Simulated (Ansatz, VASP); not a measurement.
LiF in VASP and in Ansatz

```xyz
2
Lattice="0.0000 2.1879 1.7066 2.1879 0.0000 1.7066 2.1879 2.1879 0.0000" Properties=species:S:1:pos:R:3 pbc="T T T"
Li    0.0000    0.0000    0.0000
F     2.1879    2.1879    1.7066
```

Alike in both runs: task single point; functional r2SCAN; k mesh 12 × 12 × 12; occupations gaussian, width 0.05 eV; no spin polarisation.

```csv
,VASP,Ansatz
version,VASP 6.6.1,Ansatz 0.2.0
potentials or method,"VASP PAW PBE potentials, release 64 (Li_sv, F), cutoff 520 eV","scalar-relativistic, plane waves, PAW"
valence electrons in the cell,10,10
```

|  | VASP | Ansatz | Ansatz less VASP |
| --- | --- | --- | --- |
| gap on the k mesh at the Fermi level (eV) | 9.68 | 9.60 | -0.078 |
| least direct gap on the mesh (eV) | 9.68 | 9.60 | -0.078 |

VASP's potentials were made for PBE, not for r2SCAN.

Noted on VASP's run: the cutoff is short for stress, so the pressure is rough.
